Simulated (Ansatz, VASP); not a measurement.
# One calculation of Al2Pt, two programs

```
CELL_PARAMETERS angstrom
0.00000 2.95500 2.98455
2.95500 0.00000 2.98455
2.95500 2.95500 0.00000
ATOMIC_POSITIONS crystal
Al 0.25000 0.25000 0.25000
Al 0.75000 0.75000 0.75000
Pt 0.00000 0.00000 0.00000
```

Change from the starting cell: zz strain of +1 %, PAW files.

Alike in both runs: task electric field gradients; functional LDA; k mesh 12 × 12 × 12; occupations fermi-dirac, width 0.08 eV; no spin polarisation.

```csv
,VASP,Ansatz
version,VASP 6.6.1,Ansatz 0.2.0
potentials or method,"VASP PAW LDA potentials, release 64 (Al, Pt)","PAW with Ansatz's default frozen-core files, scalar-relativistic"
plane-wave cutoff (eV),520,420
valence electrons in the cell,16,24
```

VASP gave:

* pressure (GPa): -4.9
* traceless stress, the component that is largest in VASP (GPa): -0.44
* size of Vzz on the site where it differs most (V/Å²): 13.0

Problem. Which values does Ansatz return?

Solution. Pressure (GPa): -5.2; traceless stress, the component that is largest in VASP (GPa): -0.44; size of Vzz on the site where it differs most (V/Å²): 8.9.

LDA's correlation is that of Perdew and Zunger in VASP and of Perdew and Wang (1992) in Ansatz. VASP's potentials hold 16 valence electrons a cell and Ansatz's 24, so a difference there can come from the potentials and not from the codes.

Spin-orbit coupling is off throughout.
